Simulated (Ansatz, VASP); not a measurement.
## Cr in VASP and in Ansatz

The input INCAR:

```
PREC = Accurate ; ENCUT = 520
EDIFF = 1E-6 ; ISMEAR = -1
SIGMA = 0.1 ; LREAL = False
LASPH = True ; NELM = 60
ALGO = Normal ; ISIF = 2
LWAVE = False ; LCHARG = True
GGA = B5 ; ALDAX = 1.0
AGGAX = 1.0 ; AGGAC = 1.0
ALDAC = 0.0 ; LELF = True
LVHAR = True ; NBANDS = 19
```

Contents of KPOINTS:

```
regular mesh
0
Gamma
  16 16 8
```

Contents of POSCAR:

```
Cr
1.0
    2.4741973189      0.0000000000      0.0000000000
   -1.2370986594      2.1427177321      0.0000000000
    0.0000000000      0.0000000000      4.4664697713
Cr
2
Direct
    0.3333333333      0.6666666667      0.2500000000
    0.6666666667      0.3333333333      0.7500000000
```

Input for Ansatz:

```yaml
crystal:
  lattice:
    - [2.4741973189, 0.0, 0.0]
    - [-1.2370986594, 2.1427177321, 0.0]
    - [0.0, 0.0, 4.4664697713]
  atoms:
    - { symbol: Cr, position: [0.3333333333, 0.6666666667, 0.25] }
    - { symbol: Cr, position: [0.6666666667, 0.3333333333, 0.75] }
hamiltonian:
  xc: blyp
  pseudopotentials:
    kind: paw
    azcp:
      Cr: "pseudopotentials/Cr.paw.azcp"
basis:
  ecutwfc: 420
  fft_grid_basis: typed
kpoints:
  mp_grid: { grid: [16, 16, 8], shift: [0, 0, 0] }
magnetization:
  spin_polarized: false
scf:
  occupations: { method: fermi_dirac, width: 0.1 }
  lower_state_search: "off"
output:
  stress: true
  write_density: true
  write_potential: true
  elf: true
  volumetric_format: npy
```

Alike in both runs: task single point; functional BLYP; k mesh 16 × 16 × 8; occupations fermi-dirac, width 0.1 eV; no spin polarisation.

```csv
,VASP,Ansatz
version,VASP 6.6.1,Ansatz 0.2.0
potentials or method,"VASP PAW PBE potentials, release 64 (Cr_pv), cutoff 520 eV","plane waves (420 eV) with PAW, scalar-relativistic"
valence electrons in the cell,24,28
```

|  | VASP | Ansatz | Ansatz less VASP |
| --- | --- | --- | --- |
| pressure (GPa) | 9.4 | 9.5 | +0.16 |
| traceless stress, the component that is largest in VASP (GPa) | -0.86 | -0.82 | +0.036 |

VASP's potentials were made for PBE, not for BLYP. VASP's potentials hold 24 valence electrons a cell and Ansatz's 28, so a difference there can come from the potentials and not from the codes.
